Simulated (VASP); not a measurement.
# K3Eu (Fm-3m) in VASP: further runs

Runs on K3Eu. Level: LDA. Tasks: single point.

All numbers are computed with VASP 6.6.1; they aren't measurements. Logs are shortened: lines on timing, memory, paths and dates and some standing lists are left out, and cuts for length are marked.

**1. The cell of the first run**

It takes space group Fm-3m (No. 225, cubic). The conventional cell has a = 10.184 Å, b = 10.184 Å, c = 10.184 Å, α = 90.00°, β = 90.00°, γ = 90.00°. Within 5.8 Å of K (site symmetry -43m) lie 10 K at 4.41 to 5.09 Å and 4 Eu at 4.41 Å. Within 5.8 Å of K (site symmetry m-3m) lie 8 K at 4.41 Å and 6 Eu at 5.09 Å. Eu (site symmetry m-3m) has 14 K at 4.41 to 5.09 Å within 5.8 Å.

**2. Single point, LDA, collinear spin, ferromagnetic start**

Input file INCAR:

```
SYSTEM = K3Eu
PREC = Accurate ; ENCUT = 520
EDIFF = 1E-6 ; ISMEAR = 0
SIGMA = 0.1 ; LREAL = .FALSE.
LASPH = .TRUE. ; NELM = 150
ALGO = Normal ; ISIF = 2
LWAVE = .FALSE. ; LCHARG = .FALSE.
ISPIN = 2 ; MAGMOM = 0 0 0 7
LORBIT = 11 ; LMAXMIX = 6
GGA = CA ; NBANDS = 34
```

Input file KPOINTS:

```
Automatic mesh
0
G
  4 4 4
  0 0 0
```

Input file POSCAR:

```
K3Eu
1.0
    0.0000000000      5.0919650000      5.0919650000
    5.0919650000      0.0000000000      5.0919650000
    5.0919650000      5.0919650000      0.0000000000
K Eu
3 1
Direct
    0.2500000000      0.2500000000      0.2500000000
    0.7500000000      0.7500000000      0.7500000000
    0.5000000000      0.5000000000      0.5000000000
    0.0000000000      0.0000000000      0.0000000000
```

Potentials or basis: VASP PAW PBE potentials, release 64 (K_sv, Eu).

Run with:

```
cat potpaw_PBE.64/K_sv/POTCAR potpaw_PBE.64/Eu/POTCAR > POTCAR
mpirun -np 1 vasp_std > vasp.out
```

OUTCAR:

```text
SYSTEM = K3Eu
   PREC = Accurate
   ENCUT = 520
   EDIFF = 1E-6
   ISMEAR = 0
   LREAL = .FALSE.
   LASPH = .TRUE.
   NELM = 150
   ISIF = 2
   ISPIN = 2
   LORBIT = 11
   GGA = CA

 ion  position               nearest neighbor table
   1  0.250  0.250  0.250-
   2  0.750  0.750  0.750-
   3  0.500  0.500  0.500-
   4  0.000  0.000  0.000-

  LATTYP: Found a face centered cubic cell.
 ALAT       =    10.1839300000

  Lattice vectors:

 A1 = (   0.0000000000,   5.0919650000,   5.0919650000)
 A2 = (   5.0919650000,   0.0000000000,   5.0919650000)
 A3 = (   5.0919650000,   5.0919650000,   0.0000000000)

Analysis of symmetry for initial positions (statically):
=====================================================================
 Subroutine PRICEL returns:
 Original cell was already a primitive cell.

 Routine SETGRP: Setting up the symmetry group for a
 face centered cubic supercell.

 Subroutine GETGRP returns: Found 48 space group operations
 (whereof 48 operations were pure point group operations)
 out of a pool of 48 trial point group operations.

The static configuration has the point symmetry O_h .

Analysis of symmetry for dynamics (positions and initial velocities):
=====================================================================
 Subroutine PRICEL returns:
 Original cell was already a primitive cell.

 Routine SETGRP: Setting up the symmetry group for a
 face centered cubic supercell.

 Subroutine GETGRP returns: Found 48 space group operations
 (whereof 48 operations were pure point group operations)
 out of a pool of 48 trial point group operations.

The dynamic configuration has the point symmetry O_h .

Analysis of structural, dynamic, and magnetic symmetry:
=====================================================================
 Subroutine PRICEL returns:
 Original cell was already a primitive cell.

 Routine SETGRP: Setting up the symmetry group for a
 face centered cubic supercell.

 Subroutine GETGRP returns: Found 48 space group operations
 (whereof 48 operations were pure point group operations)
 out of a pool of 48 trial point group operations.

The overall configuration has the point symmetry O_h .

 Subroutine INISYM returns: Found 48 space group operations
 (whereof 48 operations are pure point group operations),
 and found     1 'primitive' translations

----------------------------------------------------------------------------------------

                                     Primitive cell

  volume of cell :     264.0500

  direct lattice vectors                    reciprocal lattice vectors
     0.000000000  5.091965000  5.091965000    -0.098193919  0.098193919  0.098193919
     5.091965000  0.000000000  5.091965000     0.098193919 -0.098193919  0.098193919
     5.091965000  5.091965000  0.000000000     0.098193919  0.098193919 -0.098193919

  length of vectors
     7.201125962  7.201125962  7.201125962     0.170076857  0.170076857  0.170076857

  position of ions in fractional coordinates (direct lattice)
     0.250000000  0.250000000  0.250000000
     0.750000000  0.750000000  0.750000000
     0.500000000  0.500000000  0.500000000
     0.000000000  0.000000000  0.000000000

  ion indices of the primitive-cell ions
   primitive index   ion index
                 1           1
                 2           2
                 3           3
                 4           4

----------------------------------------------------------------------------------------

 KPOINTS: Automatic mesh

Automatic generation of k-mesh.
 Grid dimensions read from file:
 generate k-points for:    4    4    4

 Generating k-lattice:

  Cartesian coordinates                     Fractional coordinates (reciprocal lattice)
    -0.024548480  0.024548480  0.024548480     0.250000000  0.000000000  0.000000000
     0.024548480 -0.024548480  0.024548480     0.000000000  0.250000000  0.000000000
     0.024548480  0.024548480 -0.024548480     0.000000000  0.000000000  0.250000000

  Length of vectors
     0.042519214  0.042519214  0.042519214

  Shift w.r.t. Gamma in fractional coordinates (k-lattice)
     0.000000000  0.000000000  0.000000000

 Subroutine IBZKPT returns following result:
 ===========================================

 Found      8 irreducible k-points:

 Following reciprocal coordinates:
            Coordinates               Weight
  0.000000  0.000000  0.000000      1.000000
  0.250000  0.000000  0.000000      8.000000
  0.500000  0.000000  0.000000      4.000000
  0.250000  0.250000  0.000000      6.000000
  0.500000  0.250000  0.000000     24.000000
 -0.250000  0.250000  0.000000     12.000000
  0.500000  0.500000  0.000000      3.000000
 -0.250000  0.500000  0.250000      6.000000
   k-points           NKPTS =      8   k-points in BZ     NKDIM =      8   number of bands    NBANDS=     34
   number of dos      NEDOS =    301   number of ions     NIONS =      4
   total plane-waves  NPLWV = 157464
   dimension x,y,z NGX =    54 NGY =   54 NGZ =   54
   dimension x,y,z NGXF=   108 NGYF=  108 NGZF=  108
   ions per type =               3   1
   NGX,Y,Z   is equivalent  to a cutoff of  12.47, 12.47, 12.47 a.u.
   NGXF,Y,Z  is equivalent  to a cutoff of  24.93, 24.93, 24.93 a.u.
 SYSTEM =  K3Eu
   PREC   = accura    normal or accurate (medium, high low for compatibility)
   ISTART =      0    job   : 0-new  1-cont  2-samecut
   ICHARG =      2    charge: 1-file 2-atom 10-const
   ISPIN  =      2    spin polarized calculation?
   LNONCOLLINEAR =      F non collinear calculations
   LSORBIT =      F    spin-orbit coupling
   LASPH  =      T    aspherical Exc in radial PAW
   ENCUT  =  520.0 eV  38.22 Ry    6.18 a.u.  13.39 13.39 13.39*2*pi/ulx,y,z
   NELM   =    150;   NELMIN=  2; NELMDL= -5     # of ELM steps
   EDIFF  = 0.1E-05   stopping-criterion for ELM
   LREAL  =      F    real-space projection
   EDIFFG = 0.1E-04   stopping-criterion for IOM
   NSW    =      0    number of steps for IOM
   IBRION =     -1    ionic relax: 0-MD 1-quasi-New 2-CG
   NFREE  =      0    steps in history (QN), initial steepest desc. (CG)
   ISIF   =      2    stress and relaxation
   ISYM   =      2    0-nonsym 1-usesym 2-fastsym
   POTIM  = 0.5000    time-step for ionic-motion
   TEBEG  =    0.0;   TEEND  =   0.0 temperature during run
   PSTRESS=    0.0 pullay stress
   NELECT =      44.0000    total number of electrons
   NUPDOWN=      -1.0000    fix difference up-down
   EMIN   =  10.00;   EMAX   =-10.00  energy-range for DOS
   EFERMI =   0.00;   METHOD = LEGACY
   ISMEAR =     0;   SIGMA  =   0.10  broadening in eV -4-tet -1-fermi 0-gaus
   EFERMI_NEDOS =   21; number of points for ismear=-14 and -15
   IALGO  =     38    algorithm
   IMIX   =      4    mixing-type and parameters
     AMIX     =   0.40;   BMIX     =  1.00
     AMIX_MAG =   1.60;   BMIX_MAG =  1.00
  volume/ion in A,a.u.               =      66.01       445.47
  Fermi-wavevector in a.u.,A,eV,Ry     =   0.900873  1.702403 11.042114  0.811572
  Thomas-Fermi vector in A             =   2.023884
   LORBIT       =     11    0 simple, 1 ext, 2 COOP (PROOUT), +10 PAW based schemes
   GGA     = CA    functional components
   LHFCALC =     F    Hartree Fock is set to
   AEXX    =    0.0000 exact exchange contribution
   IVDW    =     0    specifies the selected vdW correction
   LEPSILON=     F    determine dielectric tensor
   LRPA    =     F    only Hartree local field effects (RPA)
 spin polarized calculation
 Gauss-broadening in eV      SIGMA  =   0.10
  energy-cutoff  :      520.00
  volume of cell :      264.05
 maximum number of plane-waves:      7133
 NGX is ok and might be reduce to    54
   NGX = 27   NGY = 27   NGZ = 27

 number of electron      44.0000010 magnetization       7.5878297

 Free energy of the ion-electron system (eV)
  ---------------------------------------------------
  ext. energy  EPLUGINS =         0.00000000
  ---------------------------------------------------
  free energy    TOTEN  =       -13.95045414 eV

  energy without entropy =      -13.92964530  energy(sigma->0) =      -13.94004972

 E-fermi :  -0.0013     XC(G=0):  -6.4849

 val. band max:       -0.0771025431   @ k =  -0.2500   0.2500   0.0000
 cond. band min:       0.0384283108   @ k =   0.5000   0.5000   0.0000
 fundamental gap:      0.1155308539
 Fermi energy:        -0.0012869213

 spin component 1

 k-point     1 :       0.0000    0.0000    0.0000
  band No.  band energies     occupation
      1     -42.1419      1.00000
      2     -31.5457      1.00000
      3     -31.4434      1.00000
      4     -31.4423      1.00000
      5     -21.1281      1.00000
      6     -21.1281      1.00000
[... 26 lines left out ...]
     33       2.3445      0.00000
     34       3.2686      0.00000
[... 227 lines left out ...]
      3     -31.4430      1.00000
      4     -31.4430      1.00000
      5     -21.1281      1.00000
      6     -21.1281      1.00000
[... 26 lines left out ...]
     33       2.6643      0.00000
     34       2.7385      0.00000
 Fermi energy:        -0.0012869213

 spin component 2

 k-point     1 :       0.0000    0.0000    0.0000
  band No.  band energies     occupation
      1     -39.2497      1.00000
      2     -31.5407      1.00000
      3     -31.4353      1.00000
      4     -31.4343      1.00000
      5     -18.9553      1.00000
      6     -18.9553      1.00000
[... 26 lines left out ...]
     33       3.6667      0.00000
     34       3.6667      0.00000
[... 228 lines left out ...]
      4     -31.4349      1.00000
      5     -18.9555      1.00000
      6     -18.9554      1.00000
[... 26 lines left out ...]
     33       3.7227      0.00000
     34       3.7796      0.00000

------------------------ aborting loop because EDIFF is reached ----------------------------------------

  FORCE on cell =-STRESS in cart. coord.  units (eV):
  Direction    XX          YY          ZZ          XY          YZ          ZX
  --------------------------------------------------------------------------------------
  -------------------------------------------------------------------------------------
  Total       -1.0634565     -1.0634565     -1.0634565      0.0000000      0.0000000     -0.0000000
  in kB       -6.4527388     -6.4527388     -6.4527388      0.0000000      0.0000000     -0.0000000
  external PRESSURE =      -6.4527388 kB  Pullay stress =       0.0000000 kB

 VOLUME and BASIS-vectors are now :
 -----------------------------------------------------------------------------
  energy-cutoff  :      520.00
  volume of cell :      264.05
      direct lattice vectors                 reciprocal lattice vectors
     0.000000000  5.091965000  5.091965000    -0.098193919  0.098193919  0.098193919
     5.091965000  0.000000000  5.091965000     0.098193919 -0.098193919  0.098193919
     5.091965000  5.091965000  0.000000000     0.098193919  0.098193919 -0.098193919

 POSITION                                       TOTAL-FORCE (eV/Angst)
 -----------------------------------------------------------------------------------
      2.54598      2.54598      2.54598         0.000000      0.000000      0.000000
      7.63795      7.63795      7.63795        -0.000000     -0.000000     -0.000000
      5.09197      5.09197      5.09197        -0.000000     -0.000000     -0.000000
      0.00000      0.00000      0.00000        -0.000000     -0.000000     -0.000000
 -----------------------------------------------------------------------------------
    total drift:                                0.000000      0.000000      0.000000

  FREE ENERGIE OF THE ION-ELECTRON SYSTEM (eV)
  ---------------------------------------------------
  free  energy   TOTEN  =       -13.9504541403 eV

  energy  without entropy=      -13.9296452956  energy(sigma->0) =      -13.94004972

 total charge

# of ion       s       p       d       f       tot
--------------------------------------------------
    1        1.981   5.495   0.010   0.000   7.486
    2        1.981   5.495   0.010   0.000   7.486
    3        1.979   5.494   0.008   0.000   7.482
    4        2.090   5.679   0.100   6.809  14.679
--------------------------------------------------
tot          8.031  22.163   0.128   6.809  37.132

 magnetization (x)

# of ion       s       p       d       f       tot
--------------------------------------------------
    1        0.004   0.001   0.002   0.000   0.008
    2        0.004   0.001   0.002   0.000   0.008
    3        0.001   0.002   0.002   0.000   0.005
    4        0.010  -0.087   0.059   6.809   6.791
--------------------------------------------------
tot          0.019  -0.082   0.065   6.809   6.811
```

Run time: 6.7 min. Hardware: 1 thread of AMD EPYC 7R13 (Zen 3), shared host; peak memory 0.38 GiB.

What came out:

```yaml
Free_energy: -13.9505 eV
Pressure: -0.6 GPa
Net_moment: 7.59 μB per cell
Site_moments: K +0.01; Eu +6.79 μB
Valence_electrons_inside_the_program's_atomic_spheres: K 7.49, 7.48 (each value once); Eu 14.68
```

Caveat: the PAW data sets were made with another functional, which shifts forces and pressure a little; spin-orbit coupling is left out, which moves the levels of the heavy elements; semilocal functionals describe open f shells poorly, which spoils levels, moments and volumes. The state reached can hang on the start; a lower one may exist.

(Part 1 of 2 ends here.)
